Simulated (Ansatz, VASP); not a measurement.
One calculation of Rb4O, two programs

```xyz
5
Lattice="-5.0720 5.0720 3.5840 5.0720 -5.0720 3.5840 5.0720 5.0720 -3.5840" Properties=species:S:1:pos:R:3 pbc="T T T"
Rb    2.4911    5.0720    0.0000
Rb    2.5810    0.0000    3.5840
Rb    5.0720    2.4911    0.0000
Rb    0.0000    2.5810    3.5840
O     0.0000    0.0000    3.5840
```

Alike in both runs: functional PBE; k mesh 4 × 4 × 4; occupations gaussian, width 0.1 eV; no spin polarisation.

Ansatz relaxed the structure, and its values are those at the end. VASP's run is a single point on that final structure, the one shown.

```csv
,VASP,Ansatz
version,VASP 6.6.1,Ansatz 0.2.0
potentials or method,"VASP PAW PBE potentials, release 64 (Rb_sv, O), cutoff 520 eV","scalar-relativistic, plane waves, PAW"
valence electrons in the cell,42,42
```

|  | VASP | Ansatz | Ansatz less VASP |
| --- | --- | --- | --- |
| gap on the k mesh at the Fermi level (eV) | none | none | - |
| pressure (GPa) | 0.2 | 0.2 | -0.03 |
| rms of the force components (eV/Å) | 0.021 | 0.008 | -0.0135 |

A gap of «none» marks a metal or a gap that the smearing closes. The functional is the same, so the differences come from potentials, cutoffs and numerics.
